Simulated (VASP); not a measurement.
# Ti (Im-3m) in VASP: notebook

Ti is run at these levels: PBE+D3(BJ); tasks: single point, relaxation of cell and atoms.

Program: VASP 6.6.1. These are calculated values, not measurements. Logs are shortened: lines on timing, memory, paths and dates and some standing lists are left out, and cuts for length are marked.

### 1 The cell of the first run

Symmetry: Im-3m, No. 229, cubic system. The conventional cell has a = 3.195 Å, b = 3.195 Å, c = 3.195 Å, α = 90.00°, β = 90.00°, γ = 90.00°. Ti (site symmetry m-3m) has 14 Ti at 2.77 to 3.19 Å within 3.6 Å.

### 2 Single point, PBE+D3(BJ)

The input, INCAR:

```
SYSTEM = Ti
PREC = Accurate
ENCUT = 520
EDIFF = 1E-7
ISMEAR = 0
SIGMA = 0.1
LREAL = .False.
LASPH = .True.
NELM = 100
ALGO = Normal
ISIF = 2
LWAVE = .False.
LCHARG = .True.
GGA = PE
IVDW = 12
LELF = .True.
LVHAR = .True.
NBANDS = 12
```

The input, KPOINTS:

```
regular mesh
0
Gamma
  18 18 18
  0 0 0
```

The input, POSCAR:

```
Ti
1.0
   -1.5974486468      1.5974486468      1.5974486468
    1.5974486468     -1.5974486468      1.5974486468
    1.5974486468      1.5974486468     -1.5974486468
Ti
1
Direct
    0.0000000000      0.0000000000      0.0000000000
```

Potentials or basis: VASP PAW PBE potentials, release 64 (Ti_sv).

The run is started by

```sh
cat potpaw_PBE.64/Ti_sv/POTCAR > POTCAR
mpirun -np 1 vasp_std > vasp.out
```

OUTCAR:

```text
SYSTEM = Ti
   PREC = Accurate
   ENCUT = 520
   EDIFF = 1E-7
   ISMEAR = 0
   LREAL = .False.
   LASPH = .True.
   NELM = 100
   ISIF = 2
   GGA = PE
   IVDW = 12
 IVDW          = 12

 ion  position               nearest neighbor table
   1  0.000  0.000  0.000-

  LATTYP: Found a body centered cubic cell.
 ALAT       =     3.1948972936

  Lattice vectors:

 A1 = (  -1.5974486468,   1.5974486468,   1.5974486468)
 A2 = (   1.5974486468,  -1.5974486468,   1.5974486468)
 A3 = (   1.5974486468,   1.5974486468,  -1.5974486468)

Analysis of symmetry for initial positions (statically):
=====================================================================
 Subroutine PRICEL returns:
 Original cell was already a primitive cell.

 Routine SETGRP: Setting up the symmetry group for a
 body centered cubic supercell.

 Subroutine GETGRP returns: Found 48 space group operations
 (whereof 48 operations were pure point group operations)
 out of a pool of 48 trial point group operations.

The static configuration has the point symmetry O_h .

Analysis of symmetry for dynamics (positions and initial velocities):
=====================================================================
 Subroutine PRICEL returns:
 Original cell was already a primitive cell.

 Routine SETGRP: Setting up the symmetry group for a
 body centered cubic supercell.

 Subroutine GETGRP returns: Found 48 space group operations
 (whereof 48 operations were pure point group operations)
 out of a pool of 48 trial point group operations.

The dynamic configuration has the point symmetry O_h .

 Subroutine INISYM returns: Found 48 space group operations
 (whereof 48 operations are pure point group operations),
 and found     1 'primitive' translations

----------------------------------------------------------------------------------------

                                     Primitive cell

  volume of cell :      16.3057

  direct lattice vectors                    reciprocal lattice vectors
    -1.597448647  1.597448647  1.597448647     0.000000000  0.312999107  0.312999107
     1.597448647 -1.597448647  1.597448647     0.312999107  0.000000000  0.312999107
     1.597448647  1.597448647 -1.597448647     0.312999107  0.312999107  0.000000000

  length of vectors
     2.766862219  2.766862219  2.766862219     0.442647582  0.442647582  0.442647582

  position of ions in fractional coordinates (direct lattice)
     0.000000000  0.000000000  0.000000000

  ion indices of the primitive-cell ions
   primitive index   ion index
                 1           1

----------------------------------------------------------------------------------------

 KPOINTS: regular mesh

Automatic generation of k-mesh.
 Grid dimensions read from file:
 generate k-points for:   18   18   18

 Generating k-lattice:

  Cartesian coordinates                     Fractional coordinates (reciprocal lattice)
     0.000000000  0.017388839  0.017388839     0.055555556  0.000000000  0.000000000
     0.017388839  0.000000000  0.017388839     0.000000000  0.055555556  0.000000000
     0.017388839  0.017388839  0.000000000     0.000000000  0.000000000  0.055555556

  Length of vectors
     0.024591532  0.024591532  0.024591532

  Shift w.r.t. Gamma in fractional coordinates (k-lattice)
     0.000000000  0.000000000  0.000000000

 Subroutine IBZKPT returns following result:
 ===========================================

 Found    195 irreducible k-points:

 Following reciprocal coordinates:
            Coordinates               Weight
  0.000000  0.000000  0.000000      1.000000
  0.055556  0.000000  0.000000     12.000000
  0.111111  0.000000  0.000000     12.000000
  0.166667  0.000000  0.000000     12.000000
  0.222222  0.000000  0.000000     12.000000
  0.277778  0.000000  0.000000     12.000000
[... 16 lines left out ...]
  0.333333  0.111111  0.000000     48.000000
  0.388889  0.111111 -0.000000     48.000000
 [... further k-points ...]
   k-points           NKPTS =    195   k-points in BZ     NKDIM =    195   number of bands    NBANDS=     12
   number of dos      NEDOS =    301   number of ions     NIONS =      1
   total plane-waves  NPLWV =  13824
   dimension x,y,z NGX =    24 NGY =   24 NGZ =   24
   dimension x,y,z NGXF=    48 NGYF=   48 NGZF=   48
   ions per type =               1
   NGX,Y,Z   is equivalent  to a cutoff of  14.42, 14.42, 14.42 a.u.
   NGXF,Y,Z  is equivalent  to a cutoff of  28.84, 28.84, 28.84 a.u.
 SYSTEM =  Ti
   PREC   = accura    normal or accurate (medium, high low for compatibility)
   ISTART =      0    job   : 0-new  1-cont  2-samecut
   ICHARG =      2    charge: 1-file 2-atom 10-const
   ISPIN  =      1    spin polarized calculation?
   LNONCOLLINEAR =      F non collinear calculations
   LSORBIT =      F    spin-orbit coupling
   LASPH  =      T    aspherical Exc in radial PAW
   ENCUT  =  520.0 eV  38.22 Ry    6.18 a.u.   5.14  5.14  5.14*2*pi/ulx,y,z
   NELM   =    100;   NELMIN=  2; NELMDL= -5     # of ELM steps
   EDIFF  = 0.1E-06   stopping-criterion for ELM
   LREAL  =      F    real-space projection
   EDIFFG = 0.1E-05   stopping-criterion for IOM
   NSW    =      0    number of steps for IOM
   IBRION =     -1    ionic relax: 0-MD 1-quasi-New 2-CG
   NFREE  =      0    steps in history (QN), initial steepest desc. (CG)
   ISIF   =      2    stress and relaxation
   ISYM   =      2    0-nonsym 1-usesym 2-fastsym
   POTIM  = 0.5000    time-step for ionic-motion
   TEBEG  =    0.0;   TEEND  =   0.0 temperature during run
   PSTRESS=    0.0 pullay stress
   NELECT =      12.0000    total number of electrons
   NUPDOWN=      -1.0000    fix difference up-down
   EMIN   =  10.00;   EMAX   =-10.00  energy-range for DOS
   EFERMI =   0.00;   METHOD = LEGACY
   ISMEAR =     0;   SIGMA  =   0.10  broadening in eV -4-tet -1-fermi 0-gaus
   EFERMI_NEDOS =   21; number of points for ismear=-14 and -15
   IALGO  =     38    algorithm
   IMIX   =      4    mixing-type and parameters
     AMIX     =   0.40;   BMIX     =  1.00
     AMIX_MAG =   1.60;   BMIX_MAG =  1.00
  volume/ion in A,a.u.               =      16.31       110.04
  Fermi-wavevector in a.u.,A,eV,Ry     =   1.478047  2.793104 29.723613  2.184624
  Thomas-Fermi vector in A             =   2.592376
   LORBIT       =      0    0 simple, 1 ext, 2 COOP (PROOUT), +10 PAW based schemes
   GGA     = PE    functional components
   LHFCALC =     F    Hartree Fock is set to
   AEXX    =    0.0000 exact exchange contribution
   IVDW    =    12    specifies the selected vdW correction
   LEPSILON=     F    determine dielectric tensor
   LRPA    =     F    only Hartree local field effects (RPA)
 non-spin polarized calculation
 Gauss-broadening in eV      SIGMA  =   0.10
  energy-cutoff  :      520.00
  volume of cell :       16.31
 maximum number of plane-waves:       466
 NGX is ok and might be reduce to    24
   NGX = 11   NGY = 11   NGZ = 11

 number of electron      12.0000003 magnetization

 Free energy of the ion-electron system (eV)
  ---------------------------------------------------
  ext. energy  EPLUGINS =         0.00000000
  ---------------------------------------------------
  free energy    TOTEN  =        -7.71315190 eV

  energy without entropy =       -7.70225251  energy(sigma->0) =       -7.70770221

 E-fermi :   8.7581     XC(G=0): -11.7937

 val. band max:        8.7538470240   @ k =   0.3333   0.2222   0.0000
 cond. band min:       8.7614706397   @ k =  -0.4444   0.5000   0.1111
 fundamental gap:      0.0076236157
 Fermi energy:         8.7581316732

 k-point     1 :       0.0000    0.0000    0.0000
  band No.  band energies     occupation
      1     -47.6532      2.00000
      2     -23.4283      2.00000
      3     -23.4283      2.00000
      4     -23.4283      2.00000
      5       2.6740      2.00000
      6       9.8018      0.00000
      7       9.8018      0.00000
      8       9.8018      0.00000
      9      11.7000      0.00000
     10      11.7000      0.00000
     11      26.6242      0.00000
     12      26.6242      0.00000

 k-point     2 :       0.0556    0.0000    0.0000
  band No.  band energies     occupation
      1     -47.6482      2.00000
      2     -23.4544      2.00000
      3     -23.4362      2.00000
      4     -23.4285      2.00000
      5       2.7866      2.00000
      6       9.7484      0.00000
      7       9.7875      0.00000
      8       9.8853      0.00000
      9      11.6358      0.00000
     10      11.7030      0.00000
     11      26.4906      0.00000
     12      26.6245      0.00000

 k-point     3 :       0.1111    0.0000    0.0000
  band No.  band energies     occupation
      1     -47.6337      2.00000
      2     -23.5288      2.00000
      3     -23.4588      2.00000
      4     -23.4291      2.00000
      5       3.1157      2.00000
      6       9.5983      0.00000
      7       9.7251      0.00000
      8      10.1313      0.00000
      9      11.4897      0.00000
     10      11.7141      0.00000
     11      26.0449      0.00000
     12      26.5382      0.00000
[... 286 lines left out ...]
 k-point    23 :       0.3333    0.1111    0.0000
  band No.  band energies     occupation
      1     -47.4979      2.00000
      2     -24.1404      2.00000
      3     -23.6792      2.00000
      4     -23.4683      2.00000
      5       6.2579      2.00000
      6       8.4446      1.99999
      7       9.0845      0.00000
      8      11.5476      0.00000
      9      12.1298      0.00000
     10      13.2499      0.00000
     11      19.6605      0.00000
     12      22.7725      0.00000

 k-point    24 :       0.3889    0.1111   -0.0000
  band No.  band energies     occupation
      1     -47.4839      2.00000
      2     -24.1981      2.00000
      3     -23.7063      2.00000
      4     -23.4694      2.00000
      5       6.3991      2.00000
      6       8.3507      2.00000
      7       9.4060      0.00000
      8      11.6249      0.00000
      9      12.2223      0.00000
     10      13.7274      0.00000
     11      18.5936      0.00000
     12      22.3990      0.00000

 [... further k-points ...]

------------------------ aborting loop because EDIFF is reached ----------------------------------------

 Edisp (eV)   -0.64194

 E8    (eV) :    -0.3047

  FORCE on cell =-STRESS in cart. coord.  units (eV):
  Direction    XX          YY          ZZ          XY          YZ          ZX
  --------------------------------------------------------------------------------------
  -------------------------------------------------------------------------------------
  Total      -0.03289    -0.03289    -0.03289     0.00000     0.00000    -0.00000
  in kB      -3.23125    -3.23125    -3.23125     0.00000     0.00000    -0.00000
  external pressure =       -3.23 kB  Pullay stress =        0.00 kB

 VOLUME and BASIS-vectors are now :
 -----------------------------------------------------------------------------
  energy-cutoff  :      520.00
  volume of cell :       16.31
      direct lattice vectors                 reciprocal lattice vectors
    -1.597448647  1.597448647  1.597448647     0.000000000  0.312999107  0.312999107
     1.597448647 -1.597448647  1.597448647     0.312999107  0.000000000  0.312999107
     1.597448647  1.597448647 -1.597448647     0.312999107  0.312999107  0.000000000

 POSITION                                       TOTAL-FORCE (eV/Angst)
 -----------------------------------------------------------------------------------
      0.00000      0.00000      0.00000         0.000000      0.000000      0.000000
 -----------------------------------------------------------------------------------
    total drift:                               -0.000000      0.000000      0.000000

  FREE ENERGIE OF THE ION-ELECTRON SYSTEM (eV)
  ---------------------------------------------------
  free  energy   TOTEN  =        -8.3550961088 eV

  energy  without entropy=       -8.3441967207  energy(sigma->0) =       -8.34964641
```

Run time: 25 s. Hardware: 1 thread of Intel Xeon Platinum 8488C (Sapphire Rapids), shared host; peak memory 0.17 GiB.

What came out:

```yaml
Free_energy: -8.3551 eV
Pressure: -0.3 GPa
Band_gap_on_the_k_mesh: zero (band 6 reaches 9.80 eV, above the bottom of band 7 at 8.17 eV)
Dispersion_energy_per_atom: -0.642 eV
```

Levels at points of the mesh, in eV from the Fermi level:
| k point | band 3 | band 4 | band 5 | band 6 | band 7 | band 8 | band 9 | band 10 |
| --- | --- | --- | --- | --- | --- | --- | --- | --- |
| (0.00, 0.00, 0.00) | -32.19 | -32.19 | -6.08 | 1.04 | 1.04 | 1.04 | 2.94 | 2.94 |
| (0.50, 0.00, 0.00) | -32.44 | -32.19 | -2.61 | -0.46 | 1.34 | 2.94 | 3.32 | 4.62 |
| (0.50, 0.50, 0.50) | -32.75 | -32.75 | -2.32 | -2.32 | 4.23 | 4.23 | 4.23 | 8.91 |

Caveat: pairwise dispersion overbinds metals, which lowers pressure and volume.

### 3 Relaxation of cell and atoms, PBE+D3(BJ)

This run uses another cell than the first one, of 17.25 Å³/atom, 1.058 times its volume.

The input, INCAR:

```
SYSTEM = Ti
  PREC = Accurate
  ENCUT = 600
  EDIFF = 1E-7
  ISMEAR = 0
  SIGMA = 0.1
  LREAL = .False.
  LASPH = .True.
  NELM = 100
  ALGO = Fast
  ISIF = 3
  LWAVE = .False.
  LCHARG = .False.
  GGA = PE
  IVDW = 12
  IBRION = 2
  NSW = 70
  EDIFFG = -0.005
```

The input, KPOINTS:

```
Automatic mesh
0
Gamma
  18 18 18
  0 0 0
```

The input, POSCAR:

```
Ti
1.0
   -1.6277527636      1.6277527636      1.6277527636
    1.6277527636     -1.6277527636      1.6277527636
    1.6277527636      1.6277527636     -1.6277527636
Ti
1
Direct
    0.0000000000      0.0000000000      0.0000000000
```

Potentials or basis: VASP PAW PBE potentials, release 64 (Ti_sv).

The run is started by

```sh
cat potpaw_PBE.64/Ti_sv/POTCAR > POTCAR
mpirun -np 1 vasp_std > vasp.out
```

It took 3.5 min on 1 thread of Intel Xeon Platinum 8488C (Sapphire Rapids), shared host; peak memory 0.19 GiB.

Results (log left out):

```yaml
Free_energy: -8.3554 eV
Relaxed_volume: 16.26 Å³/atom
Relaxed_cell: a = 2.764 Å, b = 2.764 Å, c = 2.764 Å, α = 109.47°, β = 109.47°, γ = 109.47°
Space_group_after_relaxing_to_0.05_Å: Im-3m (No. 229)
Energy_gained_by_relaxing: 19.9 meV/atom
Ionic_steps: 3
Pressure_after_relaxing: 0.0 GPa
Band_gap_on_the_k_mesh: zero (band 6 reaches 9.84 eV, above the bottom of band 7 at 8.21 eV)
Dispersion_energy_per_atom: -0.644 eV
```

The path:
```csv
step,energy change (eV),largest force (eV/Å),pressure (GPa),volume (Å³)
1,0.0000,0.0000,-6.16,17.25
2,-0.0114,0.0000,4.57,15.65
3,-0.0199,0.0000,-0.01,16.26
```

Final structure:
```
Ti
1.0
    -1.59594    1.59594    1.59594
     1.59594   -1.59594    1.59594
     1.59594    1.59594   -1.59594
Ti
1
Direct
  0.00000 0.00000 0.00000
```

Levels at points of the mesh, in eV from the Fermi level:
```csv
k point,band 4,band 5,band 6,band 7,band 8,band 9
"(0.00, 0.00, 0.00)",-32.18,-6.09,1.05,1.05,1.05,2.95
"(0.50, 0.00, 0.00)",-32.18,-2.62,-0.47,1.36,2.96,3.33
"(0.50, 0.50, 0.50)",-32.74,-2.33,-2.33,4.25,4.25,4.25
```

Caveat: pairwise dispersion overbinds metals, which lowers pressure and volume.
